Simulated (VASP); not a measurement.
# CsPbCl3 in VASP: further runs, part 2 of 2

VASP 6.6.1.

## Step 4: Single point, PBE

Input file INCAR:

```
SYSTEM = CsPbCl3
PREC     = Accurate       ! precision mode
ENCUT    = 520            ! plane-wave cutoff, eV
EDIFF    = 1E-6           ! SCF threshold, eV
ISMEAR   = 0              ! smearing method
SIGMA    = 0.01           ! smearing width, eV
LREAL    = .False.        ! projectors in reciprocal space
LASPH    = .True.         ! aspherical terms in the spheres
NELM     = 100            ! most SCF steps
ALGO     = Normal         ! electronic algorithm
ISIF     = 2              ! what is computed and relaxed
LWAVE    = .False.        ! write WAVECAR
LCHARG   = .False.        ! write CHGCAR
GGA      = PE             ! functional
NBANDS   = 30             ! bands
```

Input file KPOINTS:

```
regular mesh
0
Gamma
  4 4 4
  0 0 0
```

Input file POSCAR:

```
CsPbCl3
1.0
    4.0141224310      2.3175546661      3.2773182345
   -4.0141224310      2.3175546661      3.2773182345
    0.0000000000     -4.6351093322      3.2773182345
Cs Pb Cl
1 1 3
Direct
    0.5000000000      0.5000000000      0.5000000000
    0.0000000000      0.0000000000      0.0000000000
    0.5000000000      0.0000514515      0.9999485485
    0.0000514515      0.9999485485      0.5000000000
    0.9999485485      0.5000000000      0.0000514515
```

Potentials or basis: VASP PAW PBE potentials, release 64 (Cs_sv, Pb_d, Cl).

Run with:

```bash
$ cat potpaw_PBE.64/Cs_sv/POTCAR potpaw_PBE.64/Pb_d/POTCAR potpaw_PBE.64/Cl/POTCAR > POTCAR
$ mpirun -np 1 vasp_std > vasp.out
```

OUTCAR:

```text
SYSTEM = CsPbCl3
   PREC = Accurate
   ENCUT = 520
   EDIFF = 1E-6
   ISMEAR = 0
   LREAL = .False.
   LASPH = .True.
   NELM = 100
   ISIF = 2
   GGA = PE

 ion  position               nearest neighbor table
   1  0.500  0.500  0.500-
   2  0.000  0.000  0.000-   3 2.84   5 2.84   5 2.84   3 2.84   4 2.84   4 2.84
   3  0.500  0.000  1.000-   2 2.84   2 2.84
   4  0.000  1.000  0.500-   2 2.84   2 2.84
   5  1.000  0.500  0.000-   2 2.84   2 2.84

  LATTYP: Found a trigonal (rhomboedric) cell.
 ALAT       =     5.6767114892
[... 616 lines left out ...]
  --------------------------------------------------------------------------------------
  -------------------------------------------------------------------------------------
  Total        0.8521385      0.8521385      0.8528743      0.0000000      0.0000000      0.0000000
  in kB        7.4632896      7.4632896      7.4697343      0.0000000      0.0000000      0.0000000
  external PRESSURE =       7.4654378 kB  Pullay stress =       0.0000000 kB

 VOLUME and BASIS-vectors are now :
 -----------------------------------------------------------------------------
  energy-cutoff  :      520.00
  volume of cell :      182.93
      direct lattice vectors                 reciprocal lattice vectors
     4.014122431  2.317554666  3.277318235     0.124560227  0.071914880  0.101709175
    -4.014122431  2.317554666  3.277318235    -0.124560227  0.071914880  0.101709175
     0.000000000 -4.635109332  3.277318235     0.000000000 -0.143829761  0.101709175

 POSITION                                       TOTAL-FORCE (eV/Angst)
 -----------------------------------------------------------------------------------
      0.00000      0.00000      4.91598         0.000000      0.000000     -0.000000
      0.00000      0.00000      0.00000         0.000000     -0.000000     -0.000000
      2.00685     -3.47597      4.91598         0.000010     -0.000017     -0.000000
     -4.01371      0.00000      4.91598        -0.000019     -0.000000      0.000000
      2.00685      3.47597      4.91598         0.000010      0.000017     -0.000000
 -----------------------------------------------------------------------------------
    total drift:                                0.000000     -0.000000      0.000000

  FREE ENERGIE OF THE ION-ELECTRON SYSTEM (eV)
  ---------------------------------------------------
  free  energy   TOTEN  =       -17.5345266061 eV

  energy  without entropy=      -17.5345266061  energy(sigma->0) =      -17.53452661
```

OSZICAR:

```text
N       E                     dE             d eps       ncg     rms          rms(c)
DAV:   1     0.411011807689E+03    0.41101E+03   -0.18502E+04   780   0.130E+03
DAV:   2     0.357472590323E+02   -0.37526E+03   -0.35823E+03   896   0.314E+02
DAV:   3    -0.165935186673E+02   -0.52341E+02   -0.51891E+02  1024   0.127E+02
DAV:   4    -0.183949543722E+02   -0.18014E+01   -0.17972E+01   956   0.288E+01
DAV:   5    -0.184575434564E+02   -0.62589E-01   -0.62574E-01   998   0.510E+00    0.509E+00
DAV:   6    -0.175655740823E+02    0.89197E+00   -0.15481E+00  1096   0.126E+01    0.333E+00
DAV:   7    -0.175209977510E+02    0.44576E-01   -0.61826E-01  1150   0.435E+00    0.189E+00
DAV:   8    -0.175361590616E+02   -0.15161E-01   -0.80401E-02  1048   0.220E+00    0.280E-01
DAV:   9    -0.175338603239E+02    0.22987E-02   -0.17456E-02  1218   0.101E+00    0.135E-01
DAV:  10    -0.175344397457E+02   -0.57942E-03   -0.18446E-03   916   0.239E-01    0.583E-02
DAV:  11    -0.175345245543E+02   -0.84809E-04   -0.19354E-04  1008   0.110E-01    0.113E-02
DAV:  12    -0.175345264456E+02   -0.18913E-05   -0.29301E-05  1074   0.575E-02    0.348E-03
DAV:  13    -0.175345266061E+02   -0.16052E-06   -0.25714E-06   936   0.110E-02
   1 F= -.17534527E+02 E0= -.17534527E+02  d E =-.541465E-32
```

stdout:

```text
POSCAR found type information on POSCAR CsPbCl
 POSCAR found :  3 types and       5 ions
 scaLAPACK will be used
 LDA part: xc-table for (Slater+PW92), standard interpolation
 POSCAR, INCAR and KPOINTS ok, starting setup
 FFT: planning ... GRIDC
 FFT: planning ... GRID_SOFT
 FFT: planning ... GRID
 WAVECAR not read
 entering main loop
```

Run time: 2.3 min. Hardware: 1 thread of Intel Xeon 8259CL, shared host; peak memory 0.29 GiB.

Results:

* Free energy: -17.5345 eV
* Pressure: 0.7 GPa
* Band gap on the k mesh: 2.10 eV

Caveat: spin-orbit coupling is left out, which moves the levels of the heavy elements. A k mesh can miss the band edges.

## Step 5: Single point, PBE

Input file INCAR:

```
PREC = Accurate
ENCUT = 520
EDIFF = 1E-6
ISMEAR = 1
SIGMA = 0.05
LREAL = F
LASPH = T
NELM = 60
ALGO = Normal
ISIF = 2
LWAVE = F
LCHARG = T
GGA = PE
LELF = T
LVHAR = T
NBANDS = 30
```

Input file KPOINTS:

```
regular mesh
0
Gamma
  4 4 4
```

POSCAR is that of step 4.

Potentials or basis: VASP PAW PBE potentials, release 64 (Cs_sv, Pb_d, Cl).

Run with:

```bash
$ cat potpaw_PBE.64/Cs_sv/POTCAR potpaw_PBE.64/Pb_d/POTCAR potpaw_PBE.64/Cl/POTCAR > POTCAR
$ mpirun -np 1 vasp_std > vasp.out
```

OUTCAR:

```text
PREC = Accurate
   ENCUT = 520
   EDIFF = 1E-6
   ISMEAR = 1
   LREAL = F
   LASPH = T
   NELM = 60
   ISIF = 2
   GGA = PE

 ion  position               nearest neighbor table
   1  0.500  0.500  0.500-
   2  0.000  0.000  0.000-   3 2.84   5 2.84   5 2.84   3 2.84   4 2.84   4 2.84
   3  0.500  0.000  1.000-   2 2.84   2 2.84
   4  0.000  1.000  0.500-   2 2.84   2 2.84
   5  1.000  0.500  0.000-   2 2.84   2 2.84

  LATTYP: Found a trigonal (rhomboedric) cell.
 ALAT       =     5.6767114892
 COS(alpha) =    -0.0000404794

  Lattice vectors:

 A1 = (   4.0141224310,   2.3175546661,   3.2773182345)
 A2 = (  -4.0141224310,   2.3175546661,   3.2773182345)
 A3 = (   0.0000000000,  -4.6351093322,   3.2773182345)

Analysis of symmetry for initial positions (statically):
=====================================================================
 Subroutine PRICEL returns:
 Original cell was already a primitive cell.

 Routine SETGRP: Setting up the symmetry group for a
 trigonal (rhombohedral) supercell.

 Subroutine GETGRP returns: Found  6 space group operations
 (whereof  6 operations were pure point group operations)
 out of a pool of 12 trial point group operations.

The static configuration has the point symmetry D_3 .

Analysis of symmetry for dynamics (positions and initial velocities):
=====================================================================
 Subroutine PRICEL returns:
 Original cell was already a primitive cell.

 Routine SETGRP: Setting up the symmetry group for a
 trigonal (rhombohedral) supercell.

 Subroutine GETGRP returns: Found  6 space group operations
 (whereof  6 operations were pure point group operations)
 out of a pool of 12 trial point group operations.

The dynamic configuration has the point symmetry D_3 .

 Subroutine INISYM returns: Found  6 space group operations
 (whereof  6 operations are pure point group operations),
 and found     1 'primitive' translations

----------------------------------------------------------------------------------------

                                     Primitive cell

  volume of cell :     182.9323

  direct lattice vectors                    reciprocal lattice vectors
     4.014122431  2.317554666  3.277318235     0.124560227  0.071914880  0.101709175
    -4.014122431  2.317554666  3.277318235    -0.124560227  0.071914880  0.101709175
     0.000000000 -4.635109332  3.277318235     0.000000000 -0.143829761  0.101709175

  length of vectors
     5.676711489  5.676711489  5.676711489     0.176158328  0.176158328  0.176158328

  position of ions in fractional coordinates (direct lattice)
     0.500000000  0.500000000  0.500000000
     0.000000000  0.000000000  0.000000000
     0.500000000  0.000051451  0.999948549
     0.000051451  0.999948549  0.500000000
     0.999948549  0.500000000  0.000051451

  ion indices of the primitive-cell ions
   primitive index   ion index
                 1           1
                 2           2
[... 26 lines left out ...]
 ===========================================

 Found     13 irreducible k-points:

 Following reciprocal coordinates:
            Coordinates               Weight
  0.000000  0.000000  0.000000      1.000000
  0.250000 -0.000000  0.000000      6.000000
  0.500000 -0.000000  0.000000      3.000000
  0.250000  0.250000  0.000000      6.000000
  0.500000  0.250000  0.000000     12.000000
 -0.250000  0.250000  0.000000      6.000000
  0.500000  0.500000  0.000000      3.000000
  0.250000  0.250000  0.250000      2.000000
  0.500000  0.250000  0.250000      6.000000
 -0.250000  0.250000  0.250000      6.000000
  0.500000  0.500000  0.250000      6.000000
 -0.250000  0.500000  0.250000      6.000000
  0.500000  0.500000  0.500000      1.000000
   k-points           NKPTS =     13   k-points in BZ     NKDIM =     13   number of bands    NBANDS=     30
   number of dos      NEDOS =    301   number of ions     NIONS =      5
   total plane-waves  NPLWV =  74088
   dimension x,y,z NGX =    42 NGY =   42 NGZ =   42
   dimension x,y,z NGXF=    84 NGYF=   84 NGZF=   84
   ions per type =               1   1   3
   NGX,Y,Z   is equivalent  to a cutoff of  12.30, 12.30, 12.30 a.u.
   NGXF,Y,Z  is equivalent  to a cutoff of  24.60, 24.60, 24.60 a.u.
 SYSTEM =  unknown system
   PREC   = accura    normal or accurate (medium, high low for compatibility)
   ISTART =      0    job   : 0-new  1-cont  2-samecut
   ICHARG =      2    charge: 1-file 2-atom 10-const
   ISPIN  =      1    spin polarized calculation?
   LNONCOLLINEAR =      F non collinear calculations
   LSORBIT =      F    spin-orbit coupling
   LASPH  =      T    aspherical Exc in radial PAW
   ENCUT  =  520.0 eV  38.22 Ry    6.18 a.u.  10.55 10.55 10.55*2*pi/ulx,y,z
   NELM   =     60;   NELMIN=  2; NELMDL= -5     # of ELM steps
   EDIFF  = 0.1E-05   stopping-criterion for ELM
   LREAL  =      F    real-space projection
   EDIFFG = 0.1E-04   stopping-criterion for IOM
   NSW    =      0    number of steps for IOM
   IBRION =     -1    ionic relax: 0-MD 1-quasi-New 2-CG
   NFREE  =      0    steps in history (QN), initial steepest desc. (CG)
   ISIF   =      2    stress and relaxation
   ISYM   =      2    0-nonsym 1-usesym 2-fastsym
   POTIM  = 0.5000    time-step for ionic-motion
   TEBEG  =    0.0;   TEEND  =   0.0 temperature during run
   PSTRESS=    0.0 pullay stress
   NELECT =      44.0000    total number of electrons
   NUPDOWN=      -1.0000    fix difference up-down
   EMIN   =  10.00;   EMAX   =-10.00  energy-range for DOS
   EFERMI =   0.00;   METHOD = LEGACY
   ISMEAR =     1;   SIGMA  =   0.05  broadening in eV -4-tet -1-fermi 0-gaus
   EFERMI_NEDOS =   21; number of points for ismear=-14 and -15
   IALGO  =     38    algorithm
   IMIX   =      4    mixing-type and parameters
     AMIX     =   0.40;   BMIX     =  1.00
     AMIX_MAG =   1.60;   BMIX_MAG =  1.00
  volume/ion in A,a.u.               =      36.59       246.90
  Fermi-wavevector in a.u.,A,eV,Ry     =   1.018112  1.923953 14.103148  1.036552
  Thomas-Fermi vector in A             =   2.151551
   LORBIT       =      0    0 simple, 1 ext, 2 COOP (PROOUT), +10 PAW based schemes
   GGA     = PE    functional components
   LHFCALC =     F    Hartree Fock is set to
   AEXX    =    0.0000 exact exchange contribution
   IVDW    =     0    specifies the selected vdW correction
   LEPSILON=     F    determine dielectric tensor
   LRPA    =     F    only Hartree local field effects (RPA)
 non-spin polarized calculation
 Methfessel and Paxton  Order N= 1 SIGMA  =   0.05
  energy-cutoff  :      520.00
  volume of cell :      182.93
 maximum number of plane-waves:      4956
   NGX = 21   NGY = 21   NGZ = 21

 number of electron      44.0000021 magnetization

 Free energy of the ion-electron system (eV)
  ---------------------------------------------------
  ext. energy  EPLUGINS =         0.00000000
  ---------------------------------------------------
  free energy    TOTEN  =       -17.53448131 eV

  energy without entropy =      -17.53452661  energy(sigma->0) =      -17.53449641

 E-fermi :   1.3691     XC(G=0):  -7.6578

 val. band max:        1.3269695868   @ k =   0.5000   0.5000   0.5000
 cond. band min:       3.4236435124   @ k =   0.5000   0.5000   0.5000
 fundamental gap:      2.0966739256
 Fermi energy:         1.3690636976

 k-point     1 :       0.0000    0.0000    0.0000
  band No.  band energies     occupation
      1     -19.8495      2.00000
      2     -15.3149      2.00000
      3     -15.3149      2.00000
      4     -15.1223      2.00000
      5     -15.1223      2.00000
      6     -15.1223      2.00000
[... 418 lines left out ...]
     29       7.0836      0.00000
     30       8.2492      0.00000

------------------------ aborting loop because EDIFF is reached ----------------------------------------

  FORCE on cell =-STRESS in cart. coord.  units (eV):
  Direction    XX          YY          ZZ          XY          YZ          ZX
  --------------------------------------------------------------------------------------
  -------------------------------------------------------------------------------------
  Total        0.8521385      0.8521385      0.8528743      0.0000000      0.0000000     -0.0000000
  in kB        7.4632896      7.4632896      7.4697345      0.0000000      0.0000000     -0.0000000
  external PRESSURE =       7.4654379 kB  Pullay stress =       0.0000000 kB

 VOLUME and BASIS-vectors are now :
 -----------------------------------------------------------------------------
  energy-cutoff  :      520.00
  volume of cell :      182.93
      direct lattice vectors                 reciprocal lattice vectors
     4.014122431  2.317554666  3.277318235     0.124560227  0.071914880  0.101709175
    -4.014122431  2.317554666  3.277318235    -0.124560227  0.071914880  0.101709175
     0.000000000 -4.635109332  3.277318235     0.000000000 -0.143829761  0.101709175

 POSITION                                       TOTAL-FORCE (eV/Angst)
 -----------------------------------------------------------------------------------
      0.00000      0.00000      4.91598         0.000000      0.000000      0.000000
      0.00000      0.00000      0.00000         0.000000      0.000000      0.000000
      2.00685     -3.47597      4.91598         0.000010     -0.000017      0.000000
     -4.01371      0.00000      4.91598        -0.000019     -0.000000     -0.000000
      2.00685      3.47597      4.91598         0.000010      0.000017      0.000000
 -----------------------------------------------------------------------------------
    total drift:                                0.000000     -0.000000      0.000000

  FREE ENERGIE OF THE ION-ELECTRON SYSTEM (eV)
  ---------------------------------------------------
  free  energy   TOTEN  =       -17.5344813099 eV

  energy  without entropy=      -17.5345266060  energy(sigma->0) =      -17.53449641
```

OSZICAR:

```text
N       E                     dE             d eps       ncg     rms          rms(c)
DAV:   1     0.411012237629E+03    0.41101E+03   -0.18502E+04   780   0.130E+03
DAV:   2     0.357474359915E+02   -0.37526E+03   -0.35821E+03   896   0.314E+02
DAV:   3    -0.165934733712E+02   -0.52341E+02   -0.51888E+02  1024   0.127E+02
DAV:   4    -0.183949090760E+02   -0.18014E+01   -0.17972E+01   956   0.288E+01
DAV:   5    -0.184574981603E+02   -0.62589E-01   -0.62574E-01   998   0.510E+00    0.509E+00
DAV:   6    -0.175655287862E+02    0.89197E+00   -0.15481E+00  1096   0.126E+01    0.333E+00
DAV:   7    -0.175209524549E+02    0.44576E-01   -0.61826E-01  1150   0.435E+00    0.189E+00
DAV:   8    -0.175361137654E+02   -0.15161E-01   -0.80401E-02  1048   0.220E+00    0.280E-01
DAV:   9    -0.175338150278E+02    0.22987E-02   -0.17456E-02  1218   0.101E+00    0.135E-01
DAV:  10    -0.175343944495E+02   -0.57942E-03   -0.18446E-03   916   0.239E-01    0.583E-02
DAV:  11    -0.175344792582E+02   -0.84809E-04   -0.19354E-04  1008   0.110E-01    0.113E-02
DAV:  12    -0.175344811493E+02   -0.18911E-05   -0.29301E-05  1074   0.575E-02    0.348E-03
DAV:  13    -0.175344813099E+02   -0.16053E-06   -0.25714E-06   936   0.110E-02
   1 F= -.17534481E+02 E0= -.17534496E+02  d E =0.452961E-04
```

stdout:

```text
POSCAR found type information on POSCAR CsPbCl
 POSCAR found :  3 types and       5 ions
 scaLAPACK will be used
 LDA part: xc-table for (Slater+PW92), standard interpolation
 POSCAR, INCAR and KPOINTS ok, starting setup
 FFT: planning ... GRIDC
 FFT: planning ... GRID_SOFT
 FFT: planning ... GRID
 WAVECAR not read
 entering main loop
```

Wall time 2.3 min (1 thread of Intel Xeon 8259CL, shared host); peak memory 0.29 GiB.

What came out:

- Free energy: -17.5345 eV
- Pressure: 0.7 GPa
- Band gap on the k mesh: 2.10 eV

Caveat: spin-orbit coupling is left out, which moves the levels of the heavy elements. A k mesh can miss the band edges.

## Step 6: Single point, PBE

Input file INCAR:

```
PREC     = Accurate       # precision mode
ENCUT    = 520            # plane-wave cutoff, eV
EDIFF    = 1E-6           # SCF threshold, eV
ISMEAR   = -1             # smearing method
SIGMA    = 0.2            # smearing width, eV
LREAL    = F              # projectors in reciprocal space
LASPH    = T              # aspherical terms in the spheres
NELM     = 80             # most SCF steps
ALGO     = Normal         # electronic algorithm
ISIF     = 2              # what is computed and relaxed
LWAVE    = F              # write WAVECAR
LCHARG   = T              # write CHGCAR
GGA      = PE             # functional
LELF     = T              # ELF
LVHAR    = T            
NBANDS   = 30             # bands
```

Input file KPOINTS:

```
Automatic mesh
0
Gamma
  4 4 4
```

POSCAR is that of step 5.

Potentials or basis: VASP PAW PBE potentials, release 64 (Cs_sv, Pb_d, Cl).

Run with:

```bash
$ cat potpaw_PBE.64/Cs_sv/POTCAR potpaw_PBE.64/Pb_d/POTCAR potpaw_PBE.64/Cl/POTCAR > POTCAR
$ mpirun -np 1 vasp_std > vasp.out
```

Run time: 2.4 min. Hardware: 1 thread of Intel Xeon 8259CL, shared host; peak memory 0.29 GiB.

It converged, with:

```
Free energy            : -17.5348 eV
Pressure               : 0.7 GPa
Band gap on the k mesh : 2.10 eV
```

Levels at points of the mesh, in eV from the valence-band top:
```csv
k point,band 20,band 21,band 22,band 23,band 24,band 25
"(0.00, 0.00, 0.00)",-2.26,-2.26,-2.26,3.53,4.55,4.55
"(0.50, 0.00, 0.00)",-2.35,-2.35,-1.55,3.10,4.86,5.38
"(0.50, 0.50, 0.00)",-2.50,-1.96,-0.75,2.64,2.64,5.00
"(0.50, 0.50, 0.50)",-1.95,-1.95,0.00,2.10,2.10,2.10
```

Caveat: spin-orbit coupling is left out, which moves the levels of the heavy elements. A k mesh can miss the band edges.

## Step 7: Overview

| smearing | gap on the mesh (eV) | pressure (GPa) |
| --- | --- | --- |
| methfessel-paxton 0.2 eV | 2.10 | 0.7 |
| gaussian 0.2 eV | 2.10 | 0.7 |
| gaussian 0.01 eV | 2.10 | 0.7 |
| methfessel-paxton 0.05 eV | 2.10 | 0.7 |
| fermi-dirac 0.2 eV | 2.10 | 0.7 |

Alike in all rows: task single point; level PBE; potentials or basis VASP PAW PBE potentials, release 64 (Cs_sv, Pb_d, Cl); no spin polarisation; cell as given; k mesh 4 × 4 × 4; cutoff (eV) 520.

Caveats: spin-orbit coupling is left out, which moves the levels of the heavy elements.

Total energies depend on the potentials used, so only differences within one code and one set of settings carry meaning.
